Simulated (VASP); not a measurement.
Write the native input for VASP 6.6.1 that does the following.

```yaml
Task: single point
Functional: PBE
Potentials_or_basis: VASP PAW PBE potentials, release 64 (Sn_d, Te, Pt)
Cutoff: 520 eV
k_mesh: 6 × 6 × 8
Occupations: gaussian, width 0.1 eV
Spin: no spin polarisation
Dipole_correction: no
Further_INCAR_settings: ALGO = Normal; EDIFF = 1e-07; NBANDS = 37
```

The structure of Sn2Te3Pt lies in POSCAR:

```
Sn2Te3Pt
1.0
    5.8362706477      0.0000000000      0.0000000000
    0.0000000000      5.8362706477      0.0000000000
    0.0000000000      0.0000000000      5.6672438409
Sn Te Pt
2 3 1
Direct
    0.0000000000      0.5000000000      0.5000000000
    0.5000000000      0.0000000000      0.5000000000
    0.0000000000      0.0000000000      0.5000000000
    0.5000000000      0.5000000000      0.0000000000
    0.0000000000      0.0000000000      0.0000000000
    0.5000000000      0.5000000000      0.5000000000
```

These files were run (other wordings do the same):

INCAR

```
ALGO = Normal
EDIFF = 1E-7
ENCUT = 520
GGA = PE
ISIF = 2
ISMEAR = 0
LASPH = T
LCHARG = F
LREAL = F
LWAVE = F
NBANDS = 37
NELM = 60
PREC = Accurate
SIGMA = 0.1
```

KPOINTS

```
k-points
0
Gamma
  6 6 8
```

Potentials or basis: VASP PAW PBE potentials, release 64 (Sn_d, Te, Pt).

Launch:

```console
$ cat potpaw_PBE.64/Sn_d/POTCAR potpaw_PBE.64/Te/POTCAR potpaw_PBE.64/Pt/POTCAR > POTCAR
$ mpirun -np 1 vasp_std > vasp.out
```

It gave:

- Pressure: 0.0 GPa
- Band gap on the k mesh: zero (band 28 reaches 6.15 eV, above the bottom of band 29 at 5.11 eV)

Caveat: spin-orbit coupling is left out, which moves the levels of the heavy elements.

Run time: 7 min on 1 thread of Intel Xeon 6975P-C, with other jobs on the host, peak memory 0.53 GiB.
